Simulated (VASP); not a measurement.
# Zr (Fm-3m) in VASP: a series of runs

Runs on Zr. Level: PBE. Tasks: single point.

Everything below comes from runs of VASP 6.6.1. Logs are shortened: lines on timing, memory, paths and dates and some standing lists are left out, and cuts for length are marked.

### Step 1. The cell of the first run

Symmetry: Fm-3m, No. 225, cubic system. Conventional cell: a = 4.529 Å, b = 4.529 Å, c = 4.529 Å, α = 90.00°, β = 90.00°, γ = 90.00°. Zr (site symmetry m-3m) has 12 Zr at 3.20 Å within 4.2 Å.

### Step 2. Single point, PBE

Input file INCAR:

```
SYSTEM = Zr
PREC = Accurate
ENCUT = 500
EDIFF = 1E-6
ISMEAR = -1
SIGMA = 0.1
LREAL = .FALSE.
LASPH = .TRUE.
NELM = 120
ALGO = Normal
ISIF = 2
LWAVE = .FALSE.
LCHARG = .FALSE.
GGA = PE
NBANDS = 12
GGA_COMPAT = .FALSE.
```

Input file KPOINTS:

```
regular mesh
0
G
  4 4 4
  0 0 0
```

Input file POSCAR:

```
Zr
1.0
   -2.2645710121      0.0000000000      2.2645710121
    0.0000000000      2.2645710121      2.2645710121
   -2.2645710121      2.2645710121      0.0000000000
Zr
1
Direct
    0.0000000000      0.0000000000      0.0000000000
```

Potentials or basis: VASP PAW PBE potentials, release 64 (Zr_sv).

Command:

```bash
> cat potpaw_PBE.64/Zr_sv/POTCAR > POTCAR
> mpirun -np 1 vasp_std > vasp.out
```

OUTCAR:

```text
SYSTEM = Zr
   PREC = Accurate
   ENCUT = 500
   EDIFF = 1E-6
   ISMEAR = -1
   LREAL = .FALSE.
   LASPH = .TRUE.
   NELM = 120
   ISIF = 2
   GGA = PE

 ion  position               nearest neighbor table
   1  0.000  0.000  0.000-

  LATTYP: Found a face centered cubic cell.
 ALAT       =     4.5291420242

  Lattice vectors:

 A1 = (  -2.2645710121,   0.0000000000,   2.2645710121)
 A2 = (   0.0000000000,   2.2645710121,   2.2645710121)
 A3 = (  -2.2645710121,   2.2645710121,   0.0000000000)

Analysis of symmetry for initial positions (statically):
=====================================================================
 Subroutine PRICEL returns:
 Original cell was already a primitive cell.

 Routine SETGRP: Setting up the symmetry group for a
 face centered cubic supercell.

 Subroutine GETGRP returns: Found 48 space group operations
 (whereof 48 operations were pure point group operations)
 out of a pool of 48 trial point group operations.

The static configuration has the point symmetry O_h .

Analysis of symmetry for dynamics (positions and initial velocities):
=====================================================================
 Subroutine PRICEL returns:
 Original cell was already a primitive cell.

 Routine SETGRP: Setting up the symmetry group for a
 face centered cubic supercell.

 Subroutine GETGRP returns: Found 48 space group operations
 (whereof 48 operations were pure point group operations)
 out of a pool of 48 trial point group operations.

The dynamic configuration has the point symmetry O_h .

 Subroutine INISYM returns: Found 48 space group operations
 (whereof 48 operations are pure point group operations),
 and found     1 'primitive' translations

----------------------------------------------------------------------------------------

                                     Primitive cell

  volume of cell :      23.2267

  direct lattice vectors                    reciprocal lattice vectors
    -2.264571012  0.000000000  2.264571012    -0.220792370 -0.220792370  0.220792370
     0.000000000  2.264571012  2.264571012     0.220792370  0.220792370  0.220792370
    -2.264571012  2.264571012  0.000000000    -0.220792370  0.220792370 -0.220792370

  length of vectors
     3.202587038  3.202587038  3.202587038     0.382423602  0.382423602  0.382423602

  position of ions in fractional coordinates (direct lattice)
     0.000000000  0.000000000  0.000000000

  ion indices of the primitive-cell ions
   primitive index   ion index
                 1           1

----------------------------------------------------------------------------------------

 KPOINTS: regular mesh

Automatic generation of k-mesh.
 Grid dimensions read from file:
 generate k-points for:    4    4    4

 Generating k-lattice:

  Cartesian coordinates                     Fractional coordinates (reciprocal lattice)
    -0.055198092 -0.055198092  0.055198092     0.250000000  0.000000000  0.000000000
     0.055198092  0.055198092  0.055198092     0.000000000  0.250000000  0.000000000
    -0.055198092  0.055198092 -0.055198092     0.000000000  0.000000000  0.250000000

  Length of vectors
     0.095605901  0.095605901  0.095605901

  Shift w.r.t. Gamma in fractional coordinates (k-lattice)
     0.000000000  0.000000000  0.000000000

 Subroutine IBZKPT returns following result:
 ===========================================

 Found      8 irreducible k-points:

 Following reciprocal coordinates:
            Coordinates               Weight
  0.000000  0.000000  0.000000      1.000000
  0.250000  0.000000  0.000000      8.000000
  0.500000  0.000000  0.000000      4.000000
  0.250000  0.250000  0.000000      6.000000
  0.500000  0.250000  0.000000     24.000000
 -0.250000  0.250000  0.000000     12.000000
  0.500000  0.500000  0.000000      3.000000
 -0.250000  0.500000  0.250000      6.000000
   k-points           NKPTS =      8   k-points in BZ     NKDIM =      8   number of bands    NBANDS=     12
   number of dos      NEDOS =    301   number of ions     NIONS =      1
   total plane-waves  NPLWV =  13824
   dimension x,y,z NGX =    24 NGY =   24 NGZ =   24
   dimension x,y,z NGXF=    48 NGYF=   48 NGZF=   48
   ions per type =               1
   NGX,Y,Z   is equivalent  to a cutoff of  12.46, 12.46, 12.46 a.u.
   NGXF,Y,Z  is equivalent  to a cutoff of  24.92, 24.92, 24.92 a.u.
 SYSTEM =  Zr
   PREC   = accura    normal or accurate (medium, high low for compatibility)
   ISTART =      0    job   : 0-new  1-cont  2-samecut
   ICHARG =      2    charge: 1-file 2-atom 10-const
   ISPIN  =      1    spin polarized calculation?
   LNONCOLLINEAR =      F non collinear calculations
   LSORBIT =      F    spin-orbit coupling
   LASPH  =      T    aspherical Exc in radial PAW
   ENCUT  =  500.0 eV  36.75 Ry    6.06 a.u.   5.84  5.84  5.84*2*pi/ulx,y,z
   NELM   =    120;   NELMIN=  2; NELMDL= -5     # of ELM steps
   EDIFF  = 0.1E-05   stopping-criterion for ELM
   LREAL  =      F    real-space projection
   EDIFFG = 0.1E-04   stopping-criterion for IOM
   NSW    =      0    number of steps for IOM
   IBRION =     -1    ionic relax: 0-MD 1-quasi-New 2-CG
   NFREE  =      0    steps in history (QN), initial steepest desc. (CG)
   ISIF   =      2    stress and relaxation
   ISYM   =      2    0-nonsym 1-usesym 2-fastsym
   POTIM  = 0.5000    time-step for ionic-motion
   TEBEG  =    0.0;   TEEND  =   0.0 temperature during run
   PSTRESS=    0.0 pullay stress
   NELECT =      12.0000    total number of electrons
   NUPDOWN=      -1.0000    fix difference up-down
   EMIN   =  10.00;   EMAX   =-10.00  energy-range for DOS
   EFERMI =   0.00;   METHOD = LEGACY
   ISMEAR =    -1;   SIGMA  =   0.10  broadening in eV -4-tet -1-fermi 0-gaus
   EFERMI_NEDOS =   21; number of points for ismear=-14 and -15
   IALGO  =     38    algorithm
   IMIX   =      4    mixing-type and parameters
     AMIX     =   0.40;   BMIX     =  1.00
     AMIX_MAG =   1.60;   BMIX_MAG =  1.00
  volume/ion in A,a.u.               =      23.23       156.74
  Fermi-wavevector in a.u.,A,eV,Ry     =   1.313629  2.482398 23.478491  1.725620
  Thomas-Fermi vector in A             =   2.443938
   LORBIT       =      0    0 simple, 1 ext, 2 COOP (PROOUT), +10 PAW based schemes
   GGA     = PE    functional components
   LHFCALC =     F    Hartree Fock is set to
   AEXX    =    0.0000 exact exchange contribution
   IVDW    =     0    specifies the selected vdW correction
   LEPSILON=     F    determine dielectric tensor
   LRPA    =     F    only Hartree local field effects (RPA)
 non-spin polarized calculation
  energy-cutoff  :      500.00
  volume of cell :       23.23
 maximum number of plane-waves:       609
   NGX = 11   NGY = 11   NGZ = 11

 number of electron      12.0000000 magnetization

 Free energy of the ion-electron system (eV)
  ---------------------------------------------------
  ext. energy  EPLUGINS =         0.00000000
  ---------------------------------------------------
  free energy    TOTEN  =        -8.46987054 eV

  energy without entropy =       -8.41219183  energy(sigma->0) =       -8.44103119

 E-fermi :   8.7759     XC(G=0): -11.0904

 val. band max:        8.7278981037   @ k =  -0.2500   0.2500   0.0000
 cond. band min:       8.9356881790   @ k =   0.2500   0.0000   0.0000
 fundamental gap:      0.2077900753
 Fermi energy:         8.7759423265

 k-point     1 :       0.0000    0.0000    0.0000
  band No.  band energies     occupation
      1     -39.7649      2.00000
      2     -17.2805      2.00000
      3     -17.2805      2.00000
      4     -17.2805      2.00000
      5       3.3608      2.00000
      6       9.9080      0.00002
      7       9.9080      0.00002
      8       9.9080      0.00002
      9      12.3245      0.00000
     10      12.3245      0.00000
     11      19.4218      0.00000
     12      23.5945      0.00000

 k-point     2 :       0.2500    0.0000    0.0000
  band No.  band energies     occupation
      1     -39.6945      2.00000
      2     -17.7801      2.00000
      3     -17.3436      2.00000
      4     -17.3436      2.00000
      5       5.0132      2.00000
      6       8.9357      0.33667
      7      10.2321      0.00000
      8      10.2321      0.00000
      9      12.3398      0.00000
     10      12.3398      0.00000
     11      19.7990      0.00000
     12      22.5275      0.00000

 k-point     3 :       0.5000    0.0000    0.0000
  band No.  band energies     occupation
      1     -39.6229      2.00000
      2     -18.2481      2.00000
      3     -17.4057      2.00000
      4     -17.4057      2.00000
      5       5.9800      2.00000
      6       9.7262      0.00015
      7       9.7262      0.00015
      8      10.0225      0.00001
      9      14.1110      0.00000
     10      14.1110      0.00000
     11      18.4832      0.00000
     12      19.1731      0.00000

 k-point     4 :       0.2500    0.2500    0.0000
  band No.  band energies     occupation
      1     -39.6713      2.00000
      2     -17.7580      2.00000
      3     -17.4542      2.00000
      4     -17.4542      2.00000
      5       5.5072      2.00000
      6       8.0038      1.99911
      7      10.1593      0.00000
      8      11.4686      0.00000
      9      11.4686      0.00000
     10      13.1281      0.00000
     11      22.9785      0.00000
     12      23.6535      0.00000

 k-point     5 :       0.5000    0.2500    0.0000
  band No.  band energies     occupation
      1     -39.5999      2.00000
      2     -18.0815      2.00000
      3     -17.6635      2.00000
      4     -17.5158      2.00000
      5       6.8540      2.00000
      6       7.8233      1.99985
      7       9.3840      0.00456
      8      11.3701      0.00000
      9      14.2615      0.00000
     10      15.1552      0.00000
     11      18.0193      0.00000
     12      21.9445      0.00000

 k-point     6 :      -0.2500    0.2500    0.0000
  band No.  band energies     occupation
      1     -39.6235      2.00000
      2     -17.9786      2.00000
      3     -17.6867      2.00000
      4     -17.4068      2.00000
      5       7.0168      2.00000
      6       8.5143      1.86386
      7       8.7279      1.23570
      8      10.9610      0.00000
      9      12.0190      0.00000
     10      15.2981      0.00000
     11      19.9446      0.00000
     12      22.1119      0.00000

 k-point     7 :       0.5000    0.5000    0.0000
  band No.  band energies     occupation
      1     -39.5767      2.00000
      2     -18.1834      2.00000
      3     -17.6234      2.00000
      4     -17.6234      2.00000
      5       5.9338      2.00000
      6       6.7396      2.00000
      7      11.9240      0.00000
      8      14.1147      0.00000
      9      14.6217      0.00000
     10      14.6217      0.00000
     11      18.7223      0.00000
     12      18.7223      0.00000

 k-point     8 :      -0.2500    0.5000    0.2500
  band No.  band energies     occupation
      1     -39.5763      2.00000
      2     -17.9105      2.00000
      3     -17.9105      2.00000
      4     -17.6397      2.00000
      5       7.1828      2.00000
      6       8.5356      1.83415
      7       8.5356      1.83415
      8      11.3335      0.00000
      9      14.6290      0.00000
     10      17.9710      0.00000
     11      17.9710      0.00000
     12      18.5840      0.00000

------------------------ aborting loop because EDIFF is reached ----------------------------------------

  FORCE on cell =-STRESS in cart. coord.  units (eV):
  Direction    XX          YY          ZZ          XY          YZ          ZX
  --------------------------------------------------------------------------------------
  -------------------------------------------------------------------------------------
  Total        0.1239463      0.1239463      0.1239463     -0.0000000     -0.0000000     -0.0000000
  in kB        8.5498052      8.5498052      8.5498052     -0.0000000     -0.0000000     -0.0000000
  external PRESSURE =       8.5498052 kB  Pullay stress =       0.0000000 kB

 VOLUME and BASIS-vectors are now :
 -----------------------------------------------------------------------------
  energy-cutoff  :      500.00
  volume of cell :       23.23
      direct lattice vectors                 reciprocal lattice vectors
    -2.264571012  0.000000000  2.264571012    -0.220792370 -0.220792370  0.220792370
     0.000000000  2.264571012  2.264571012     0.220792370  0.220792370  0.220792370
    -2.264571012  2.264571012  0.000000000    -0.220792370  0.220792370 -0.220792370

 POSITION                                       TOTAL-FORCE (eV/Angst)
 -----------------------------------------------------------------------------------
      0.00000      0.00000      0.00000         0.000000      0.000000      0.000000
 -----------------------------------------------------------------------------------
    total drift:                                0.000000      0.000000     -0.000000

  FREE ENERGIE OF THE ION-ELECTRON SYSTEM (eV)
  ---------------------------------------------------
  free  energy   TOTEN  =        -8.4698705437 eV

  energy  without entropy=       -8.4121918343  energy(sigma->0) =       -8.44103119
```

Wall time 3.1 s (1 thread of Intel Xeon 6975P-C, shared host); peak memory 0.13 GiB.

Results:

```yaml
Free_energy: -8.4699 eV
Pressure: 0.9 GPa
Band_gap_on_the_k_mesh: zero (band 6 reaches 9.91 eV, above the bottom of band 7 at 8.54 eV)
```

Caveat: the k points lie up to 0.60 Å⁻¹ apart.

### Step 3. Single point, PBE

Input file INCAR:

```
ALGO = Normal
EDIFF = 1E-6
ENCUT = 500
GGA = PE
GGA_COMPAT = False
ISIF = 2
ISMEAR = -1
LASPH = True
LCHARG = False
LREAL = False
LWAVE = False
NBANDS = 12
NELM = 120
PREC = Accurate
SIGMA = 0.1
```

Input file KPOINTS:

```
k-points
0
Gamma
  4 4 4
```

POSCAR is that of step 2.

Potentials or basis: VASP PAW PBE potentials, release 64 (Zr_sv).

Command:

```bash
> cat potpaw_PBE.64/Zr_sv/POTCAR > POTCAR
> mpirun -np 1 vasp_std > vasp.out
```

OUTCAR:

```text
EDIFF = 1E-6
   ENCUT = 500
   GGA = PE
   ISIF = 2
   ISMEAR = -1
   LASPH = True
   LREAL = False
   NELM = 120
   PREC = Accurate

 ion  position               nearest neighbor table
   1  0.000  0.000  0.000-

  LATTYP: Found a face centered cubic cell.
 ALAT       =     4.5291420242

  Lattice vectors:

 A1 = (  -2.2645710121,   0.0000000000,   2.2645710121)
 A2 = (   0.0000000000,   2.2645710121,   2.2645710121)
 A3 = (  -2.2645710121,   2.2645710121,   0.0000000000)

[... 277 lines left out ...]
     10      17.9710      0.00000
     11      17.9710      0.00000
     12      18.5840      0.00000

------------------------ aborting loop because EDIFF is reached ----------------------------------------

  FORCE on cell =-STRESS in cart. coord.  units (eV):
  Direction    XX          YY          ZZ          XY          YZ          ZX
  --------------------------------------------------------------------------------------
  -------------------------------------------------------------------------------------
  Total        0.1239463      0.1239463      0.1239463     -0.0000000     -0.0000000     -0.0000000
  in kB        8.5498052      8.5498052      8.5498052     -0.0000000     -0.0000000     -0.0000000
  external PRESSURE =       8.5498052 kB  Pullay stress =       0.0000000 kB

 VOLUME and BASIS-vectors are now :
 -----------------------------------------------------------------------------
  energy-cutoff  :      500.00
  volume of cell :       23.23
      direct lattice vectors                 reciprocal lattice vectors
    -2.264571012  0.000000000  2.264571012    -0.220792370 -0.220792370  0.220792370
     0.000000000  2.264571012  2.264571012     0.220792370  0.220792370  0.220792370
    -2.264571012  2.264571012  0.000000000    -0.220792370  0.220792370 -0.220792370

 POSITION                                       TOTAL-FORCE (eV/Angst)
 -----------------------------------------------------------------------------------
      0.00000      0.00000      0.00000         0.000000      0.000000      0.000000
 -----------------------------------------------------------------------------------
    total drift:                                0.000000      0.000000     -0.000000

  FREE ENERGIE OF THE ION-ELECTRON SYSTEM (eV)
  ---------------------------------------------------
  free  energy   TOTEN  =        -8.4698705437 eV

  energy  without entropy=       -8.4121918343  energy(sigma->0) =       -8.44103119
```

OSZICAR:

```text
N       E                     dE             d eps       ncg     rms          rms(c)
DAV:   1     0.853462647024E+02    0.85346E+02   -0.71330E+03   192   0.978E+02
DAV:   2    -0.554976616350E+01   -0.90896E+02   -0.87525E+02   216   0.271E+02
DAV:   3    -0.871474373466E+01   -0.31650E+01   -0.31194E+01   288   0.394E+01
DAV:   4    -0.879159707306E+01   -0.76853E-01   -0.76810E-01   208   0.653E+00
DAV:   5    -0.879378226193E+01   -0.21852E-02   -0.21849E-02   268   0.825E-01    0.101E+01
DAV:   6    -0.852006465498E+01    0.27372E+00   -0.36080E-01   200   0.558E+00    0.402E+00
DAV:   7    -0.846676968894E+01    0.53295E-01   -0.19420E-01   220   0.393E+00    0.712E-01
DAV:   8    -0.846984036782E+01   -0.30707E-02   -0.15112E-02   232   0.123E+00    0.318E-02
DAV:   9    -0.846987832795E+01   -0.37960E-04   -0.28458E-04   236   0.134E-01    0.209E-02
DAV:  10    -0.846987462805E+01    0.36999E-05   -0.11992E-05   216   0.348E-02    0.769E-03
DAV:  11    -0.846987070333E+01    0.39247E-05   -0.13172E-06   172   0.117E-02    0.165E-03
DAV:  12    -0.846987054369E+01    0.15964E-06   -0.11065E-07   128   0.241E-03
   1 F= -.84698705E+01 E0= -.84410312E+01  d E =-.576787E-01
```

stdout:

```text
POSCAR found type information on POSCAR Zr
 POSCAR found :  1 types and       1 ions
 scaLAPACK will be used
 LDA part: xc-table for (Slater+PW92), standard interpolation
 POSCAR, INCAR and KPOINTS ok, starting setup
 FFT: planning ... GRIDC
 FFT: planning ... GRID_SOFT
 FFT: planning ... GRID
 WAVECAR not read
 entering main loop
```

Wall time 3 s (1 thread of Intel Xeon 6975P-C, shared host); peak memory 0.13 GiB.

What came out:

| Quantity | Value |
| --- | --- |
| Free energy | -8.4699 eV |
| Pressure | 0.9 GPa |
| Band gap on the k mesh | zero (band 6 reaches 9.91 eV, above the bottom of band 7 at 8.54 eV) |

Caveat: the k points lie up to 0.60 Å⁻¹ apart.
